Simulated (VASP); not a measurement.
Here is a VASP 6.6.1 calculation.

INCAR

```
PREC     = Accurate       # precision mode
ENCUT    = 500            # plane-wave cutoff, eV
EDIFF    = 1E-7           # SCF threshold, eV
ISMEAR   = -1             # smearing method
SIGMA    = 0.05           # smearing width, eV
LREAL    = False          # projectors in reciprocal space
LASPH    = True           # aspherical terms in the spheres
NELM     = 120            # most SCF steps
ALGO     = Normal         # electronic algorithm
ISIF     = 3              # what is computed and relaxed
LWAVE    = False          # write WAVECAR
LCHARG   = False          # write CHGCAR
GGA      = PS             # functional
IBRION   = 2              # ionic algorithm
NSW      = 100            # ionic steps
EDIFFG   = -0.005         # ionic threshold
ISYM     = -1           
GGA_COMPAT= False        
NELMIN   = 4            
KPAR     = 1
```

Contents of KPOINTS:

```
explicit points
250
Reciprocal
  0.05000000   0.05000000   0.10000000 2
  0.05000000   0.05000000   0.30000000 2
  0.05000000   0.05000000   0.50000000 2
  0.05000000   0.05000000   0.70000000 2
  0.05000000   0.05000000   0.90000000 2
  0.05000000   0.15000000   0.10000000 2
[... 242 lines left out ...]
  0.45000000   0.95000000   0.70000000 2
  0.45000000   0.95000000   0.90000000 2
```

File POSCAR:

```
Ca
1.0
    4.0834225607      0.0000000000      0.0000000000
   -2.0417112803      3.5363476720      0.0000000000
    0.0000000000      0.0000000000      6.6894259034
Ca
2
Direct
    0.3333333333      0.6666666667      0.2500000000
    0.6666666667      0.3333333333      0.7500000000
```

Potentials or basis: VASP PAW PBE potentials, release 64 (Ca_sv).

Launch:

```bash
$ cat potpaw_PBE.64/Ca_sv/POTCAR > POTCAR
$ mpirun -np 4 vasp_std > vasp.out
```

(1) What does it give for the relaxed volume?

(2) Predict the band gap on the k mesh.

(3) What does it give for the space group after relaxing (to 0.1 Å)?

Results:

(1) 40.78 Å³/atom.

(2) zero (bands 10 and 11 overlap by 0.18 eV).

(3) P6_3/mmc (No. 194).

Caveat: the volume moved by over 15 % at a fixed basis, so the end points are rough; the PAW data sets were made with another functional, which shifts forces and pressure a little.
